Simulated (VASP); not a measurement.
# PbSe in VASP: further runs

The runs below take PbSe through single point, with PBEsol, PBE.

Program: VASP 6.6.1. These are calculated values, not measurements. Logs are shortened: lines on timing, memory, paths and dates and some standing lists are left out, and cuts for length are marked.

### 1 The cell of the first run

The structure is cubic, space group Fm-3m (No. 225). Conventional cell: a = 6.124 Å, b = 6.124 Å, c = 6.124 Å, α = 90.00°, β = 90.00°, γ = 90.00°. Within 4.0 Å of Pb (site symmetry m-3m) lie 6 Se at 3.06 Å. Se (site symmetry m-3m) has 6 Pb at 3.06 Å within 4.0 Å.

### 2 Single point, PBEsol

INCAR

```
SYSTEM = PbSe
PREC = Accurate
ENCUT = 520
EDIFF = 1E-7
ISMEAR = -5
SIGMA = 0.1
LREAL = .FALSE.
LASPH = .TRUE.
NELM = 100
ALGO = Normal
ISIF = 2
LWAVE = .FALSE.
LCHARG = .FALSE.
GGA = PS
NBANDS = 17
```

KPOINTS

```
regular mesh
0
G
  9 9 9
  0 0 0
```

POSCAR

```
PbSe
1.0
    0.0000000000      3.0621500000      3.0621500000
    3.0621500000      0.0000000000      3.0621500000
    3.0621500000      3.0621500000      0.0000000000
Pb Se
1 1
Direct
    0.0000000000      0.0000000000      0.0000000000
    0.5000000000      0.5000000000      0.5000000000
```

Potentials or basis: VASP PAW PBE potentials, release 64 (Pb_d, Se).

On the command line:

```sh
$ cat potpaw_PBE.64/Pb_d/POTCAR potpaw_PBE.64/Se/POTCAR > POTCAR
$ mpirun -np 1 vasp_std > vasp.out
```

OUTCAR:

```text
SYSTEM = PbSe
   PREC = Accurate
   ENCUT = 520
   EDIFF = 1E-7
   ISMEAR = -5
   LREAL = .FALSE.
   LASPH = .TRUE.
   NELM = 100
   ISIF = 2
   GGA = PS

 ion  position               nearest neighbor table
   1  0.000  0.000  0.000-   2 3.06   2 3.06   2 3.06   2 3.06   2 3.06   2 3.06
   2  0.500  0.500  0.500-   1 3.06   1 3.06   1 3.06   1 3.06   1 3.06   1 3.06

  LATTYP: Found a face centered cubic cell.
 ALAT       =     6.1243000000

  Lattice vectors:

 A1 = (   0.0000000000,   3.0621500000,   3.0621500000)
 A2 = (   3.0621500000,   0.0000000000,   3.0621500000)
 A3 = (   3.0621500000,   3.0621500000,   0.0000000000)

Analysis of symmetry for initial positions (statically):
=====================================================================
 Subroutine PRICEL returns:
 Original cell was already a primitive cell.

 Routine SETGRP: Setting up the symmetry group for a
 face centered cubic supercell.

 Subroutine GETGRP returns: Found 48 space group operations
 (whereof 48 operations were pure point group operations)
 out of a pool of 48 trial point group operations.

The static configuration has the point symmetry O_h .

Analysis of symmetry for dynamics (positions and initial velocities):
=====================================================================
 Subroutine PRICEL returns:
 Original cell was already a primitive cell.

 Routine SETGRP: Setting up the symmetry group for a
 face centered cubic supercell.

 Subroutine GETGRP returns: Found 48 space group operations
 (whereof 48 operations were pure point group operations)
 out of a pool of 48 trial point group operations.

The dynamic configuration has the point symmetry O_h .

 Subroutine INISYM returns: Found 48 space group operations
 (whereof 48 operations are pure point group operations),
 and found     1 'primitive' translations

----------------------------------------------------------------------------------------

                                     Primitive cell

  volume of cell :      57.4261

  direct lattice vectors                    reciprocal lattice vectors
     0.000000000  3.062150000  3.062150000    -0.163283967  0.163283967  0.163283967
     3.062150000  0.000000000  3.062150000     0.163283967 -0.163283967  0.163283967
     3.062150000  3.062150000  0.000000000     0.163283967  0.163283967 -0.163283967

  length of vectors
     4.330534060  4.330534060  4.330534060     0.282816127  0.282816127  0.282816127

  position of ions in fractional coordinates (direct lattice)
     0.000000000  0.000000000  0.000000000
     0.500000000  0.500000000  0.500000000

  ion indices of the primitive-cell ions
   primitive index   ion index
                 1           1
                 2           2

----------------------------------------------------------------------------------------

 KPOINTS: regular mesh

Automatic generation of k-mesh.
 Grid dimensions read from file:
 generate k-points for:    9    9    9

 Generating k-lattice:

  Cartesian coordinates                     Fractional coordinates (reciprocal lattice)
    -0.018142663  0.018142663  0.018142663     0.111111111  0.000000000  0.000000000
     0.018142663 -0.018142663  0.018142663     0.000000000  0.111111111  0.000000000
     0.018142663  0.018142663 -0.018142663     0.000000000  0.000000000  0.111111111

  Length of vectors
     0.031424014  0.031424014  0.031424014

  Shift w.r.t. Gamma in fractional coordinates (k-lattice)
     0.000000000  0.000000000  0.000000000

 TETIRR: Found    115 inequivalent tetrahedra from     4374

 Subroutine IBZKPT returns following result:
 ===========================================

 Found     35 irreducible k-points:

 Following reciprocal coordinates:
            Coordinates               Weight
  0.000000  0.000000  0.000000      1.000000
  0.111111  0.000000  0.000000      8.000000
  0.222222  0.000000  0.000000      8.000000
  0.333333  0.000000  0.000000      8.000000
  0.444444  0.000000  0.000000      8.000000
  0.111111  0.111111  0.000000      6.000000
[... 16 lines left out ...]
 -0.333333  0.333333  0.000000     12.000000
  0.444444  0.444444  0.000000      6.000000
 [... further k-points ...]
   k-points           NKPTS =     35   k-points in BZ     NKDIM =     35   number of bands    NBANDS=     17
   number of dos      NEDOS =    301   number of ions     NIONS =      2
   total plane-waves  NPLWV =  32768
   dimension x,y,z NGX =    32 NGY =   32 NGZ =   32
   dimension x,y,z NGXF=    64 NGYF=   64 NGZF=   64
   ions per type =               1   1
   NGX,Y,Z   is equivalent  to a cutoff of  12.28, 12.28, 12.28 a.u.
   NGXF,Y,Z  is equivalent  to a cutoff of  24.57, 24.57, 24.57 a.u.
 SYSTEM =  PbSe
   PREC   = accura    normal or accurate (medium, high low for compatibility)
   ISTART =      0    job   : 0-new  1-cont  2-samecut
   ICHARG =      2    charge: 1-file 2-atom 10-const
   ISPIN  =      1    spin polarized calculation?
   LNONCOLLINEAR =      F non collinear calculations
   LSORBIT =      F    spin-orbit coupling
   LASPH  =      T    aspherical Exc in radial PAW
   ENCUT  =  520.0 eV  38.22 Ry    6.18 a.u.   8.05  8.05  8.05*2*pi/ulx,y,z
   NELM   =    100;   NELMIN=  2; NELMDL= -5     # of ELM steps
   EDIFF  = 0.1E-06   stopping-criterion for ELM
   LREAL  =      F    real-space projection
   EDIFFG = 0.1E-05   stopping-criterion for IOM
   NSW    =      0    number of steps for IOM
   IBRION =     -1    ionic relax: 0-MD 1-quasi-New 2-CG
   NFREE  =      0    steps in history (QN), initial steepest desc. (CG)
   ISIF   =      2    stress and relaxation
   ISYM   =      2    0-nonsym 1-usesym 2-fastsym
   POTIM  = 0.5000    time-step for ionic-motion
   TEBEG  =    0.0;   TEEND  =   0.0 temperature during run
   PSTRESS=    0.0 pullay stress
   NELECT =      20.0000    total number of electrons
   NUPDOWN=      -1.0000    fix difference up-down
   EMIN   =  10.00;   EMAX   =-10.00  energy-range for DOS
   EFERMI =   0.00;   METHOD = LEGACY
   ISMEAR =    -5;   SIGMA  =   0.10  broadening in eV -4-tet -1-fermi 0-gaus
   EFERMI_NEDOS =   21; number of points for ismear=-14 and -15
   IALGO  =     38    algorithm
   IMIX   =      4    mixing-type and parameters
     AMIX     =   0.40;   BMIX     =  1.00
     AMIX_MAG =   1.60;   BMIX_MAG =  1.00
  volume/ion in A,a.u.               =      28.71       193.77
  Fermi-wavevector in a.u.,A,eV,Ry     =   1.151812  2.176610 18.050462  1.326672
  Thomas-Fermi vector in A             =   2.288467
   LORBIT       =      0    0 simple, 1 ext, 2 COOP (PROOUT), +10 PAW based schemes
   GGA     = PS    functional components
   LHFCALC =     F    Hartree Fock is set to
   AEXX    =    0.0000 exact exchange contribution
   IVDW    =     0    specifies the selected vdW correction
   LEPSILON=     F    determine dielectric tensor
   LRPA    =     F    only Hartree local field effects (RPA)
 non-spin polarized calculation
 Fermi weights with tetrahedron method with Bloechl corrections
  energy-cutoff  :      520.00
  volume of cell :       57.43
 maximum number of plane-waves:      1565
   NGX = 17   NGY = 17   NGZ = 17

 number of electron      20.0000000 magnetization

 Free energy of the ion-electron system (eV)
  ---------------------------------------------------
  ext. energy  EPLUGINS =         0.00000000
  ---------------------------------------------------
  free energy    TOTEN  =        -8.91674280 eV

  energy without entropy =       -8.91674280  energy(sigma->0) =       -8.91674280

 E-fermi :   4.6947     XC(G=0):  -9.7127

 val. band max:        4.6911353923   @ k =   0.4444   0.0000   0.0000
 cond. band min:       5.3408790549   @ k =   0.4444   0.0000   0.0000
 fundamental gap:      0.6497436626
 Fermi energy:         4.6946778949

 k-point     1 :       0.0000    0.0000    0.0000
  band No.  band energies     occupation
      1     -11.8511      2.00000
      2     -11.8511      2.00000
      3     -11.8511      2.00000
      4     -11.8495      2.00000
      5     -11.8495      2.00000
      6      -8.7024      2.00000
[... 9 lines left out ...]
     16      11.3437      0.00000
     17      12.8990      0.00000

 k-point     2 :       0.1111    0.0000    0.0000
  band No.  band energies     occupation
      1     -11.8528      2.00000
      2     -11.8528      2.00000
      3     -11.8507      2.00000
      4     -11.8469      2.00000
      5     -11.8469      2.00000
      6      -8.6081      2.00000
[... 9 lines left out ...]
     16      11.6220      0.00000
     17      13.8581      0.00000

 k-point     3 :       0.2222    0.0000    0.0000
  band No.  band energies     occupation
      1     -11.8601      2.00000
      2     -11.8601      2.00000
      3     -11.8497      2.00000
      4     -11.8371      2.00000
      5     -11.8371      2.00000
      6      -8.3432      2.00000
[... 9 lines left out ...]
     16      12.3229      0.00000
     17      15.5297      0.00000

 k-point     4 :       0.3333    0.0000    0.0000
  band No.  band energies     occupation
      1     -11.8683      2.00000
      2     -11.8683      2.00000
      3     -11.8489      2.00000
      4     -11.8257      2.00000
      5     -11.8257      2.00000
      6      -7.9771      2.00000
[... 9 lines left out ...]
     16      13.3850      0.00000
     17      16.5919      0.00000
[... 343 lines left out ...]
      1     -11.9480      2.00000
      2     -11.8562      2.00000
      3     -11.8437      2.00000
      4     -11.8169      2.00000
      5     -11.8109      2.00000
      6      -7.2990      2.00000
[... 9 lines left out ...]
     16      15.3514      0.00000
     17      17.1361      0.00000

 k-point    23 :      -0.3333    0.3333    0.0000
  band No.  band energies     occupation
      1     -11.9264      2.00000
      2     -11.8533      2.00000
      3     -11.8439      2.00000
      4     -11.8261      2.00000
      5     -11.8162      2.00000
      6      -7.3317      2.00000
[... 9 lines left out ...]
     16      14.3002      0.00000
     17      16.3640      0.00000

 k-point    24 :       0.4444    0.4444    0.0000
  band No.  band energies     occupation
      1     -11.9749      2.00000
      2     -11.8692      2.00000
      3     -11.8307      2.00000
      4     -11.8070      2.00000
      5     -11.8070      2.00000
      6      -7.3129      2.00000
[... 9 lines left out ...]
     16      16.2923      0.00000
     17      17.4528      0.00000

 [... further k-points ...]
[... 5 lines left out ...]
  --------------------------------------------------------------------------------------
  -------------------------------------------------------------------------------------
  Total       -0.2083360     -0.2083360     -0.2083360      0.0000000      0.0000000     -0.0000000
  in kB       -5.8125354     -5.8125354     -5.8125354      0.0000000      0.0000000     -0.0000000
  external PRESSURE =      -5.8125354 kB  Pullay stress =       0.0000000 kB

 VOLUME and BASIS-vectors are now :
 -----------------------------------------------------------------------------
  energy-cutoff  :      520.00
  volume of cell :       57.43
      direct lattice vectors                 reciprocal lattice vectors
     0.000000000  3.062150000  3.062150000    -0.163283967  0.163283967  0.163283967
     3.062150000  0.000000000  3.062150000     0.163283967 -0.163283967  0.163283967
     3.062150000  3.062150000  0.000000000     0.163283967  0.163283967 -0.163283967

 POSITION                                       TOTAL-FORCE (eV/Angst)
 -----------------------------------------------------------------------------------
      0.00000      0.00000      0.00000        -0.000000      0.000000      0.000000
      3.06215      3.06215      3.06215         0.000000     -0.000000     -0.000000
 -----------------------------------------------------------------------------------
    total drift:                                0.000000     -0.000000     -0.000000

  FREE ENERGIE OF THE ION-ELECTRON SYSTEM (eV)
  ---------------------------------------------------
  free  energy   TOTEN  =        -8.9167428040 eV

  energy  without entropy=       -8.9167428040  energy(sigma->0) =       -8.91674280
```

Wall time 11 s (1 thread of Intel Xeon 6975P-C (Granite Rapids), shared host); peak memory 0.19 GiB.

Results:

```
Free energy : -8.9167 eV
Pressure    : -0.6 GPa
```

Caveat: this odd mesh misses L, where the gap lies, so gap, dielectric constants and Born charges aren't listed; the PAW data sets were made with another functional, which shifts forces and pressure a little; spin-orbit coupling is left out, which moves the levels of the heavy elements.

### 3 Single point, PBE (x and y stretched by +1.5 %, z held)

INCAR

```
SYSTEM = PbSe
PREC = Accurate
ENCUT = 520
EDIFF = 1E-7
ISMEAR = -1
SIGMA = 0.01
LREAL = .False.
LASPH = .True.
NELM = 80
ALGO = Normal
ISIF = 2
LWAVE = .False.
LCHARG = .False.
GGA = PE
NBANDS = 17
```

KPOINTS

```
regular mesh
0
Gamma
  9 9 9
  0 0 0
```

POSCAR

```
PbSe
1.0
    0.0000000000      3.1080822500      3.0621500000
    3.1080822500      0.0000000000      3.0621500000
    3.1080822500      3.1080822500      0.0000000000
Pb Se
1 1
Direct
    0.0000000000      0.0000000000      0.0000000000
    0.5000000000      0.5000000000      0.5000000000
```

Potentials or basis: VASP PAW PBE potentials, release 64 (Pb_d, Se).

On the command line:

```sh
$ cat potpaw_PBE.64/Pb_d/POTCAR potpaw_PBE.64/Se/POTCAR > POTCAR
$ mpirun -np 1 vasp_std > vasp.out
```

Wall time 27 s (1 thread of Intel Xeon 6975P-C (Granite Rapids), shared host); peak memory 0.23 GiB.

It converged, with:

```
Free energy            : -8.1932 eV
Pressure               : 0.8 GPa
Band gap on the k mesh : 0.73 eV, direct
```

Stress tensor (GPa, compression positive):
```
0.19 0.00 0.00
0.00 0.19 0.00
0.00 0.00 1.90
```

Levels at points of the mesh, in eV from the valence-band top:
```
           k point  band 7  band 8  band 9  band 10  band 11  band 12  band 13  band 14
(0.00, 0.00, 0.00)   -6.18   -1.66   -1.52    -1.52     4.70     4.70     5.04     6.73
```

Caveat: the cell differs from its parent crystal (x and y stretched by +1.5 %, z held); spin-orbit coupling is left out, which moves the levels of the heavy elements.

### 4 Single point, PBE (atom 2 (Se) moved by [0.028868, 0.028868, 0.028868] A)

INCAR

```
PREC = Accurate ; ENCUT = 520
EDIFF = 1E-6 ; ISMEAR = -1
SIGMA = 0.01 ; LREAL = False
LASPH = True ; NELM = 60
ALGO = Normal ; ISIF = 2
LWAVE = False ; LCHARG = True
GGA = PE ; LELF = True
LVHAR = True ; NBANDS = 17
```

KPOINTS

```
regular mesh
0
Gamma
  9 9 9
```

POSCAR

```
PbSe
1.0
    0.0000000000      3.0621500000      3.0621500000
    3.0621500000      0.0000000000      3.0621500000
    3.0621500000      3.0621500000      0.0000000000
Pb Se
1 1
Direct
    0.0000000000      0.0000000000      0.0000000000
    0.5047136816      0.5047136816      0.5047136816
```

On the command line:

```sh
$ cat potpaw_PBE.64/Pb_d/POTCAR potpaw_PBE.64/Se/POTCAR > POTCAR
$ mpirun -np 1 vasp_std > vasp.out
```

Wall time 23 s (1 thread of Intel Xeon 6975P-C (Granite Rapids), shared host); peak memory 0.23 GiB.

Results (log left out):

```yaml
Free_energy: -8.1787 eV
Pressure: 2.3 GPa
Largest_force: 0.035 eV/Å
```

Forces on the atoms (eV/Å):
```
Pb   0.020  0.020  0.020
Se  -0.020 -0.020 -0.020
```

Levels at points of the mesh, in eV from the Fermi level:
```tsv
k point	band 6	band 7	band 8	band 9	band 10	band 11	band 12	band 13	band 14	band 15
(0.00, 0.00, 0.00)	-13.67	-6.38	-1.96	-1.96	-1.95	4.61	4.62	4.62	6.44	6.44
```

Caveat: the cell differs from its parent crystal (atom 2 (Se) moved by [0.028868, 0.028868, 0.028868] A); this odd mesh misses L, where the gap lies, so gap, dielectric constants and Born charges aren't listed; spin-orbit coupling is left out, which moves the levels of the heavy elements.

[end of part 1 of 2]
